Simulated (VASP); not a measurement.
Here is a VASP 6.6.1 calculation.

Contents of POSCAR:

```
Ta
1.0
   -1.6508528744      1.6508528744      1.6508528744
    1.6508528744     -1.6508528744      1.6508528744
    1.6508528744      1.6508528744     -1.6508528744
Ta
1
Direct
    0.0000000000      0.0000000000      0.0000000000
```

File INCAR.step1:

```
  ALGO = Normal
  EDIFF = 1E-4
  ENCUT = 520
  GGA = PE
  ISMEAR = 1
  LASPH = T
  LCHARG = F
  LREAL = F
  LWAVE = T
  NBANDS = 12
  NELM = 80
  PREC = Accurate
  SIGMA = 0.0905
```

The input INCAR.step2:

```
  ALGO = Normal
  EDIFF = 1E-6
  ENCUT = 520
  ISIF = 2
  ISMEAR = 1
  ISTART = 1
  LASPH = T
  LCHARG = F
  LMIXTAU = T
  LREAL = F
  LWAVE = F
  METAGGA = R2SCAN
  NBANDS = 12
  NELM = 80
  PREC = Accurate
  SIGMA = 0.0905
```

File KPOINTS:

```
k-points
0
Gamma
  11 11 11
```

Potentials or basis: VASP PAW PBE potentials, release 64 (Ta_pv).

Run with:

```sh
$ cat potpaw_PBE.64/Ta_pv/POTCAR > POTCAR
$ cp INCAR.step1 INCAR
$ mpirun -np 1 vasp_std > vasp.out
$ cp INCAR.step2 INCAR
$ mpirun -np 1 vasp_std > vasp.out
```

(1) Estimate the pressure.

Results:

(1) 0.6 GPa.

Caveat: the PAW data sets were made with another functional, which shifts forces and pressure a little.
